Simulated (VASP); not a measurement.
# ZnCd3SO (P4/mmm) in VASP: relaxation of cell and atoms with PBE

Aim: the relaxation of cell and atoms of ZnCd3SO with PBE.

All numbers are computed with VASP 6.6.1; they aren't measurements. Logs are shortened: lines on timing, memory, paths and dates and some standing lists are left out, and cuts for length are marked.

### Step 1. The cell of the first run

It takes space group P4/mmm (No. 123, tetragonal). The conventional cell has a = 3.710 Å, b = 3.710 Å, c = 10.070 Å, α = 90.00°, β = 90.00°, γ = 90.00°. Within 3.4 Å of Zn (site symmetry 4/mmm) lie 6 Cd at 2.59 to 2.62 Å. Within 3.2 Å of Cd (site symmetry 4mm) lie 1 S at 2.45 Å and 1 Zn at 2.59 Å. Cd (site symmetry 4/mmm) has 4 Zn at 2.62 Å within 3.5 Å. Within 3.2 Å of S (site symmetry 4/mmm) lie 2 Cd at 2.45 Å and 4 O at 2.62 Å. Within 3.8 Å of O (site symmetry 4/mmm) lie 4 S at 2.62 Å and 8 Cd at 3.59 Å and 4 O at 3.71 Å.

The cell was built from a structure type or drawn by symmetry, and may not be a known phase.

### Step 2. Relaxation of cell and atoms, PBE, collinear spin, ferromagnetic start

INCAR reads:

```
PREC = Accurate
ENCUT = 600
EDIFF = 1E-7
ISMEAR = 0
SIGMA = 0.1
LREAL = F
LASPH = T
NELM = 150
ALGO = Normal
ISIF = 3
LWAVE = F
LCHARG = F
ISPIN = 2
MAGMOM = 0 0 0 0 0 0.39
LORBIT = 11
GGA = PE
IBRION = 2
NSW = 90
EDIFFG = -0.04
```

KPOINTS reads:

```
Automatic mesh
0
Gamma
  6 6 2
```

POSCAR reads:

```
ZnCd3SO
1.0
    3.7099946923      0.0000000000      0.0000000000
    0.0000000000      3.7099946923      0.0000000000
    0.0000000000      0.0000000000     10.0703935054
Zn Cd S O
1 3 1 1
Direct
    0.5000000000      0.5000000000      0.0000000000
    0.5000000000      0.5000000000      0.2569661423
    0.5000000000      0.5000000000      0.7430338577
    0.0000000000      0.0000000000      0.0000000000
    0.5000000000      0.5000000000      0.5000000000
    0.0000000000      0.0000000000      0.5000000000
```

Potentials or basis: VASP PAW PBE potentials, release 64 (Zn, Cd, S, O).

Command:

```bash
cat potpaw_PBE.64/Zn/POTCAR potpaw_PBE.64/Cd/POTCAR potpaw_PBE.64/S/POTCAR potpaw_PBE.64/O/POTCAR > POTCAR
mpirun -np 1 vasp_std > vasp.out
```

OUTCAR:

```text
PREC = Accurate
   ENCUT = 600
   EDIFF = 1E-7
   ISMEAR = 0
   LREAL = F
   LASPH = T
   NELM = 150
   ISIF = 3
   ISPIN = 2
   LORBIT = 11
   GGA = PE
   IBRION = 2
   NSW = 90
   EDIFFG = -0.04

 ion  position               nearest neighbor table
   1  0.500  0.500  0.000-   2 2.59   3 2.59   4 2.62   4 2.62   4 2.62   4 2.62
   2  0.500  0.500  0.257-   5 2.45   1 2.59   4 3.68   4 3.68   4 3.68   4 3.68
   3  0.500  0.500  0.743-   5 2.45   1 2.59   4 3.68   4 3.68   4 3.68   4 3.68
   4  0.000  0.000  0.000-   1 2.62   1 2.62   1 2.62   1 2.62   2 3.68   3 3.68   3 3.68   2 3.68
                             3 3.68   2 3.68   2 3.68   3 3.68
   5  0.500  0.500  0.500-   2 2.45   3 2.45
   6  0.000  0.000  0.500-

  LATTYP: Found a simple tetragonal cell.
 ALAT       =     3.7099946923
 C/A-ratio  =     2.7143956638

  Lattice vectors:

 A1 = (   3.7099946923,   0.0000000000,   0.0000000000)
 A2 = (   0.0000000000,   3.7099946923,   0.0000000000)
 A3 = (   0.0000000000,   0.0000000000,  10.0703935054)

Analysis of symmetry for initial positions (statically):
=====================================================================
 Subroutine PRICEL returns:
 Original cell was already a primitive cell.

 Routine SETGRP: Setting up the symmetry group for a
 simple tetragonal supercell.

 Subroutine GETGRP returns: Found 16 space group operations
 (whereof 16 operations were pure point group operations)
 out of a pool of 16 trial point group operations.

The static configuration has the point symmetry D_4h.

Analysis of symmetry for dynamics (positions and initial velocities):
=====================================================================
 Subroutine PRICEL returns:
 Original cell was already a primitive cell.

 Routine SETGRP: Setting up the symmetry group for a
 simple tetragonal supercell.

 Subroutine GETGRP returns: Found 16 space group operations
 (whereof 16 operations were pure point group operations)
 out of a pool of 16 trial point group operations.

The dynamic configuration has the point symmetry D_4h.

Analysis of structural, dynamic, and magnetic symmetry:
=====================================================================
 Subroutine PRICEL returns:
 Original cell was already a primitive cell.

 Routine SETGRP: Setting up the symmetry group for a
 simple tetragonal supercell.

 Subroutine GETGRP returns: Found 16 space group operations
 (whereof 16 operations were pure point group operations)
 out of a pool of 16 trial point group operations.

The overall configuration has the point symmetry D_4h.

 Subroutine INISYM returns: Found 16 space group operations
 (whereof 16 operations are pure point group operations),
 and found     1 'primitive' translations

----------------------------------------------------------------------------------------

                                     Primitive cell

  volume of cell :     138.6095

  direct lattice vectors                    reciprocal lattice vectors
     3.709994692  0.000000000  0.000000000     0.269542165  0.000000000  0.000000000
     0.000000000  3.709994692  0.000000000     0.000000000  0.269542165  0.000000000
     0.000000000  0.000000000 10.070393505     0.000000000  0.000000000  0.099300986

  length of vectors
     3.709994692  3.709994692 10.070393505     0.269542165  0.269542165  0.099300986

  position of ions in fractional coordinates (direct lattice)
     0.500000000  0.500000000  0.000000000
     0.500000000  0.500000000  0.256966142
     0.500000000  0.500000000  0.743033858
     0.000000000  0.000000000  0.000000000
     0.500000000  0.500000000  0.500000000
     0.000000000  0.000000000  0.500000000

  ion indices of the primitive-cell ions
   primitive index   ion index
                 1           1
                 2           2
                 3           3
                 4           4
                 5           5
                 6           6

----------------------------------------------------------------------------------------

 KPOINTS: Automatic mesh

Automatic generation of k-mesh.
 Grid dimensions read from file:
 generate k-points for:    6    6    2

 Generating k-lattice:

  Cartesian coordinates                     Fractional coordinates (reciprocal lattice)
     0.044923694  0.000000000  0.000000000     0.166666667  0.000000000  0.000000000
     0.000000000  0.044923694  0.000000000     0.000000000  0.166666667  0.000000000
     0.000000000  0.000000000  0.049650493     0.000000000  0.000000000  0.500000000

  Length of vectors
     0.044923694  0.044923694  0.049650493

  Shift w.r.t. Gamma in fractional coordinates (k-lattice)
     0.000000000  0.000000000  0.000000000

 Subroutine IBZKPT returns following result:
 ===========================================

 Found     20 irreducible k-points:

 Following reciprocal coordinates:
            Coordinates               Weight
  0.000000  0.000000  0.000000      1.000000
  0.166667  0.000000  0.000000      4.000000
  0.333333  0.000000  0.000000      4.000000
  0.500000  0.000000  0.000000      2.000000
  0.166667  0.166667  0.000000      4.000000
  0.333333  0.166667  0.000000      8.000000
[... 12 lines left out ...]
  0.500000  0.333333  0.500000      4.000000
  0.500000  0.500000  0.500000      1.000000
   k-points           NKPTS =     20   k-points in BZ     NKDIM =     20   number of bands    NBANDS=     36
   number of dos      NEDOS =    301   number of ions     NIONS =      6
   total plane-waves  NPLWV =  72000
   dimension x,y,z NGX =    30 NGY =   30 NGZ =   80
   dimension x,y,z NGXF=    60 NGYF=   60 NGZF=  160
   ions per type =               1   3   1   1
   NGX,Y,Z   is equivalent  to a cutoff of  13.44, 13.44, 13.21 a.u.
   NGXF,Y,Z  is equivalent  to a cutoff of  26.89, 26.89, 26.41 a.u.
 SYSTEM =  unknown system
   PREC   = accura    normal or accurate (medium, high low for compatibility)
   ISTART =      0    job   : 0-new  1-cont  2-samecut
   ICHARG =      2    charge: 1-file 2-atom 10-const
   ISPIN  =      2    spin polarized calculation?
   LNONCOLLINEAR =      F non collinear calculations
   LSORBIT =      F    spin-orbit coupling
   LASPH  =      T    aspherical Exc in radial PAW
   ENCUT  =  600.0 eV  44.10 Ry    6.64 a.u.   7.41  7.41 20.11*2*pi/ulx,y,z
   NELM   =    150;   NELMIN=  2; NELMDL= -5     # of ELM steps
   EDIFF  = 0.1E-06   stopping-criterion for ELM
   LREAL  =      F    real-space projection
   EDIFFG = -.4E-01   stopping-criterion for IOM
   NSW    =     90    number of steps for IOM
   IBRION =      2    ionic relax: 0-MD 1-quasi-New 2-CG
   NFREE  =      1    steps in history (QN), initial steepest desc. (CG)
   ISIF   =      3    stress and relaxation
   ISYM   =      2    0-nonsym 1-usesym 2-fastsym
   POTIM  = 0.5000    time-step for ionic-motion
   TEBEG  =    0.0;   TEEND  =   0.0 temperature during run
   PSTRESS=    0.0 pullay stress
   NELECT =      60.0000    total number of electrons
   NUPDOWN=      -1.0000    fix difference up-down
   EMIN   =  10.00;   EMAX   =-10.00  energy-range for DOS
   EFERMI =   0.00;   METHOD = LEGACY
   ISMEAR =     0;   SIGMA  =   0.10  broadening in eV -4-tet -1-fermi 0-gaus
   EFERMI_NEDOS =   21; number of points for ismear=-14 and -15
   IALGO  =     38    algorithm
   IMIX   =      4    mixing-type and parameters
     AMIX     =   0.40;   BMIX     =  1.00
     AMIX_MAG =   1.60;   BMIX_MAG =  1.00
  volume/ion in A,a.u.               =      23.10       155.90
  Fermi-wavevector in a.u.,A,eV,Ry     =   1.238400  2.340236 20.866362  1.533634
  Thomas-Fermi vector in A             =   2.372927
   LORBIT       =     11    0 simple, 1 ext, 2 COOP (PROOUT), +10 PAW based schemes
   GGA     = PE    functional components
   LHFCALC =     F    Hartree Fock is set to
   AEXX    =    0.0000 exact exchange contribution
   IVDW    =     0    specifies the selected vdW correction
   LEPSILON=     F    determine dielectric tensor
   LRPA    =     F    only Hartree local field effects (RPA)
 conjugate gradient relaxation of ions
 spin polarized calculation
 Gauss-broadening in eV      SIGMA  =   0.10
  energy-cutoff  :      600.00
  volume of cell :      138.61
 maximum number of plane-waves:      4680
 NGX is ok and might be reduce to    30
   NGX = 15   NGY = 15   NGZ = 41

--------------------------------------- Ionic step        1  -------------------------------------------

 number of electron      60.0000031 magnetization       0.0064715

 number of electron      60.0000031 magnetization      -0.0000709

 Free energy of the ion-electron system (eV)
  ---------------------------------------------------
  ext. energy  EPLUGINS =         0.00000000
  ---------------------------------------------------
  free energy    TOTEN  =        -9.75999380 eV

  energy without entropy =       -9.75070593  energy(sigma->0) =       -9.75534987

------------------------ aborting loop because EDIFF is reached ----------------------------------------

  FORCE on cell =-STRESS in cart. coord.  units (eV):
  Direction    XX          YY          ZZ          XY          YZ          ZX
  --------------------------------------------------------------------------------------
  -------------------------------------------------------------------------------------
  Total       -2.1075553     -2.1075553      1.7070825      0.0000000     -0.0000000     -0.0000000
  in kB      -24.3610801    -24.3610801     19.7320437      0.0000000     -0.0000000     -0.0000000
  external PRESSURE =      -9.6633721 kB  Pullay stress =       0.0000000 kB

 VOLUME and BASIS-vectors are now :
 -----------------------------------------------------------------------------
  energy-cutoff  :      600.00
  volume of cell :      138.61
      direct lattice vectors                 reciprocal lattice vectors
     3.709994692  0.000000000  0.000000000     0.269542165  0.000000000  0.000000000
     0.000000000  3.709994692  0.000000000     0.000000000  0.269542165  0.000000000
     0.000000000  0.000000000 10.070393505     0.000000000  0.000000000  0.099300986
[... 136 lines left out ...]
  FREE ENERGIE OF THE ION-ELECTRON SYSTEM (eV)
  ---------------------------------------------------
  free  energy   TOTEN  =        -9.8417281741 eV

  energy  without entropy=       -9.8274645426  energy(sigma->0) =       -9.83459636

--------------------------------------- Ionic step        5  -------------------------------------------

 number of electron      59.9999971 magnetization       0.0000000

 number of electron      59.9999971 magnetization      -0.0000001

 Free energy of the ion-electron system (eV)
  ---------------------------------------------------
  ext. energy  EPLUGINS =         0.00000000
  ---------------------------------------------------
  free energy    TOTEN  =        -9.84338258 eV

  energy without entropy =       -9.82977502  energy(sigma->0) =       -9.83657880

 E-fermi :   1.7331     XC(G=0):  -9.7086

 val. band max:        1.7323992680   @ k =   0.5000   0.0000   0.0000
 cond. band min:       1.7437621180   @ k =   0.5000   0.5000   0.0000
 fundamental gap:      0.0113628499
 Fermi energy:         1.7330734849

 spin component 1

 k-point     1 :       0.0000    0.0000    0.0000
  band No.  band energies     occupation
      1     -15.0713      1.00000
      2     -10.5343      1.00000
      3      -8.2430      1.00000
      4      -8.2341      1.00000
      5      -8.1839      1.00000
      6      -7.4603      1.00000
[... 769 lines left out ...]
     35       4.3058      0.00000
     36       4.3701      0.00000
 Fermi energy:         1.7330734849

 spin component 2

 k-point     1 :       0.0000    0.0000    0.0000
  band No.  band energies     occupation
      1     -15.0713      1.00000
      2     -10.5343      1.00000
      3      -8.2430      1.00000
      4      -8.2341      1.00000
      5      -8.1839      1.00000
      6      -7.4603      1.00000
[... 791 lines left out ...]
 POSITION                                       TOTAL-FORCE (eV/Angst)
 -----------------------------------------------------------------------------------
      1.79958      1.79958      0.00000        -0.000000     -0.000000      0.000000
      1.79958      1.79958      2.65542        -0.000000     -0.000000      0.002869
      1.79958      1.79958      7.59600         0.000000      0.000000     -0.002869
      0.00000      0.00000      0.00000         0.000000      0.000000      0.000000
      1.79958      1.79958      5.12571        -0.000000     -0.000000      0.000000
     -0.00000     -0.00000      5.12571        -0.000000     -0.000000      0.000000
 -----------------------------------------------------------------------------------
    total drift:                                0.000000      0.000000     -0.000000

  FREE ENERGIE OF THE ION-ELECTRON SYSTEM (eV)
  ---------------------------------------------------
  free  energy   TOTEN  =        -9.8433825796 eV

  energy  without entropy=       -9.8297750171  energy(sigma->0) =       -9.83657880

 reached required accuracy - stopping structural energy minimisation

 total charge

# of ion       s       p       d       tot
------------------------------------------
    1        0.664   0.489   9.720  10.872
    2        0.575   0.188   9.513  10.276
    3        0.575   0.188   9.513  10.276
    4        0.617   0.299   9.492  10.408
    5        1.403   2.098   0.000   3.500
    6        1.620   3.058   0.000   4.677
--------------------------------------------------
tot          5.453   6.320  38.237  50.011

 magnetization (x)

# of ion       s       p       d       tot
------------------------------------------
    1       -0.000  -0.000   0.000  -0.000
    2       -0.000  -0.000   0.000  -0.000
    3       -0.000  -0.000   0.000  -0.000
    4        0.000  -0.000   0.000   0.000
    5       -0.000  -0.000   0.000  -0.000
    6       -0.000  -0.000   0.000  -0.000
--------------------------------------------------
tot         -0.000  -0.000   0.000  -0.000
```

Wall time 24 min (1 thread of Oxide Virtual Turin-like, shared host); peak memory 0.41 GiB.

What came out:

```yaml
Free_energy: -9.8434 eV
Relaxed_volume: 22.13 Å³/atom
Relaxed_cell: a = 3.599 Å, b = 3.599 Å, c = 10.251 Å, α = 90.00°, β = 90.00°, γ = 90.00°
Space_group_after_relaxing_to_0.1_Å: P4/mmm (No. 123)
Energy_gained_by_relaxing: 13.9 meV/atom
Ionic_steps: 5
Pressure_after_relaxing: 0.1 GPa
Band_gap_on_the_k_mesh: zero (filled and empty bands overlap)
Net_moment: 0.00 μB per cell
Valence_electrons_inside_the_program's_atomic_spheres: Zn 10.87; Cd 10.28, 10.41 (each value once); S 3.50; O 4.68
```

Forces in eV/Å, atoms in the order of the input:
```
Zn   0.000  0.000  0.000
Cd   0.000  0.000  0.003
Cd   0.000  0.000 -0.003
Cd   0.000  0.000  0.000
S    0.000  0.000  0.000
O    0.000  0.000  0.000
```

Step by step:
```csv
step,energy change (eV),largest force (eV/Å),pressure (GPa),volume (Å³)
1,0.0000,0.2144,-0.97,138.61
2,-0.0695,0.1215,-0.72,135.79
3,-0.0815,0.0739,-0.43,134.24
4,-0.0817,0.0672,-0.36,133.98
5,-0.0834,0.0029,0.07,132.80
```

Final structure:
```
CELL_PARAMETERS angstrom
3.59916 0.00000 0.00000
0.00000 3.59916 0.00000
0.00000 0.00000 10.25142
ATOMIC_POSITIONS crystal
Zn 0.50000 0.50000 0.00000
Cd 0.50000 0.50000 0.25903
Cd 0.50000 0.50000 0.74097
Cd 0.00000 0.00000 0.00000
S 0.50000 0.50000 0.50000
O 0.00000 0.00000 0.50000
```

Levels at points of the mesh, in eV from the Fermi level:
Spin up:
```csv
k point,band 28,band 29,band 30,band 31,band 32,band 33
"(0.00, 0.00, 0.00)",-2.01,-0.62,1.34,1.34,2.90,2.90
"(0.50, 0.00, 0.00)",-1.73,-1.41,-1.29,-0.78,0.00,0.04
"(0.50, 0.50, 0.00)",-1.91,-1.30,-0.38,0.01,1.66,1.66
"(0.00, 0.00, 0.50)",-0.77,0.32,1.03,1.34,1.34,2.86
"(0.50, 0.00, 0.50)",-1.73,-1.73,-1.41,-0.78,-0.06,1.84
"(0.50, 0.50, 0.50)",-1.80,-1.31,-0.46,-0.37,1.50,1.50
```
Spin down:
```tsv
k point	band 28	band 29	band 30	band 31	band 32	band 33
(0.00, 0.00, 0.00)	-2.01	-0.62	1.34	1.34	2.90	2.90
(0.50, 0.00, 0.00)	-1.73	-1.41	-1.29	-0.78	0.00	0.04
(0.50, 0.50, 0.00)	-1.91	-1.30	-0.38	0.01	1.66	1.66
(0.00, 0.00, 0.50)	-0.77	0.32	1.03	1.34	1.34	2.86
(0.50, 0.00, 0.50)	-1.73	-1.73	-1.41	-0.78	-0.06	1.84
(0.50, 0.50, 0.50)	-1.80	-1.31	-0.46	-0.37	1.50	1.50
```
